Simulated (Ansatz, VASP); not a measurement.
# CsSnBr3 in VASP and in Ansatz

The input POSCAR:

```
CsSnBr3
1.0
    5.8410917194      0.0000000000      0.0000000000
    0.0000000000      5.8410917194      0.0000000000
    0.0000000000      0.0000000000      5.8410917194
Cs Sn Br
1 1 3
Direct
    0.0000000000      0.0000000000      0.0000000000
    0.5000000000      0.5000000000      0.5000000000
    0.5000000000      0.0000000000      0.5000000000
    0.5000000000      0.5000000000      0.0000000000
    0.0000000000      0.5000000000      0.5000000000
```

The input INCAR.step1:

```
SYSTEM = CsSnBr3
ALGO = Normal
EDIFF = 1E-5
ENCUT = 550
GGA = PE
GGA_COMPAT = .FALSE.
ISMEAR = 0
LASPH = .TRUE.
LCHARG = .FALSE.
LREAL = .FALSE.
LWAVE = .TRUE.
NBANDS = 30
NELM = 120
PREC = Accurate
SIGMA = 0.01
```

The input INCAR.step2:

```
SYSTEM = CsSnBr3
ALGO = Normal
EDIFF = 1E-6
ENCUT = 550
GGA_COMPAT = .FALSE.
ISIF = 2
ISMEAR = 0
ISTART = 1
LASPH = .TRUE.
LCHARG = .FALSE.
LMIXTAU = .TRUE.
LREAL = .FALSE.
LWAVE = .FALSE.
METAGGA = R2SCAN
NBANDS = 30
NELM = 120
PREC = Accurate
SIGMA = 0.01
```

File KPOINTS:

```
k-points
0
G
  4 4 4
  0 0 0
```

Input for Ansatz:

```yaml
crystal:
  lattice:
    - [5.8410917194, 0.0, 0.0]
    - [0.0, 5.8410917194, 0.0]
    - [0.0, 0.0, 5.8410917194]
  atoms:
    - { symbol: Cs, position: [0.0, 0.0, 0.0] }
    - { symbol: Sn, position: [0.5, 0.5, 0.5] }
    - { symbol: Br, position: [0.5, 0.0, 0.5] }
    - { symbol: Br, position: [0.5, 0.5, 0.0] }
    - { symbol: Br, position: [0.0, 0.5, 0.5] }
kpoints:
  mp_grid: { grid: [4, 4, 4] }
hamiltonian:
  xc: r2scan
scf:
  occupations: { method: fixed }
  n_extra_bands: 5
output:
  forces: true
  stress: true
  eigenvalues: true
```

Alike in both runs: task single point; functional r2SCAN; k mesh 4 × 4 × 4; no spin polarisation.

```csv
,VASP,Ansatz
version,VASP 6.6.1,Ansatz 0.2.0
potentials or method,"VASP PAW PBE potentials, release 64 (Cs_sv, Sn_d, Br)","plane waves, PAW"
plane-wave cutoff (eV),550,500
occupations,"gaussian, width 0.01 eV",fixed
valence electrons in the cell,44,44
```

Ansatz gave:

| Property | Result |
| --- | --- |
| gap on the k mesh at the Fermi level (eV) | 0.68 |
| pressure (GPa) | 0.0 |

Q: What did VASP give for the same quantities?

A: gap on the k mesh at the Fermi level (eV): 0.69; pressure (GPa): 0.0.

VASP's potentials were made for PBE, not for r2SCAN.

Spin-orbit coupling is off throughout.
